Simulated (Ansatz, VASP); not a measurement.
# One calculation of SrTe, two programs

INCAR

```
PREC = Accurate
ENCUT = 500
EDIFF = 1E-6
ISMEAR = 0
SIGMA = 0.05
LREAL = F
LASPH = T
NELM = 120
ALGO = Normal
ISIF = 2
LWAVE = F
LCHARG = T
GGA = B5
ALDAX = 1.0
AGGAX = 1.0
AGGAC = 1.0
ALDAC = 0.0
LELF = T
LVHAR = T
NBANDS = 15
GGA_COMPAT = F
```

File KPOINTS:

```
regular mesh
0
Gamma
  6 6 6
```

File POSCAR:

```
SrTe
1.0
    0.0000000000      3.4175813366      3.4175813366
    3.4175813366      0.0000000000      3.4175813366
    3.4175813366      3.4175813366      0.0000000000
Sr Te
1 1
Direct
    0.5000000000      0.5000000000      0.5000000000
    0.0000000000      0.0000000000      0.0000000000
```

Input for Ansatz:

```yaml
crystal:
  lattice:
    - [0.0, 3.4175813366, 3.4175813366]
    - [3.4175813366, 0.0, 3.4175813366]
    - [3.4175813366, 3.4175813366, 0.0]
  atoms:
    - { symbol: Sr, position: [0.5, 0.5, 0.5] }
    - { symbol: Te, position: [0.0, 0.0, 0.0] }
basis:
  ecutwfc: 420
  ecutrho_ratio: 4
kpoints:
  mp_grid: { grid: [6, 6, 6] }
hamiltonian:
  xc: blyp
scf:
  occupations: { method: gaussian, width: 0.05 }
output:
  forces: true
  stress: true
  eigenvalues: true
```

Alike in both runs: task single point; functional BLYP; k mesh 6 × 6 × 6; occupations gaussian, width 0.05 eV; no spin polarisation.

|  | VASP | Ansatz |
| --- | --- | --- |
| version | VASP 6.6.1 | Ansatz 0.2.0 |
| potentials or method | VASP PAW PBE potentials, release 64 (Sr_sv, Te), cutoff 500 eV | scalar-relativistic, plane waves, PAW |
| valence electrons in the cell | 16 | 26 |

```csv
,VASP,Ansatz,Ansatz less VASP
gap on the k mesh at the Fermi level (eV),2.00,2.04,+0.036
least direct gap on the mesh (eV),2.66,2.69,+0.027
pressure (GPa),0.1,0.0,-0.14
```

VASP's potentials were made for PBE, not for BLYP. With one functional, cell and mesh, what is left measures potentials, basis and numerics. VASP's potentials hold 16 valence electrons a cell and Ansatz's 26, so a difference there can come from the potentials and not from the codes.

Spin-orbit coupling is off throughout.
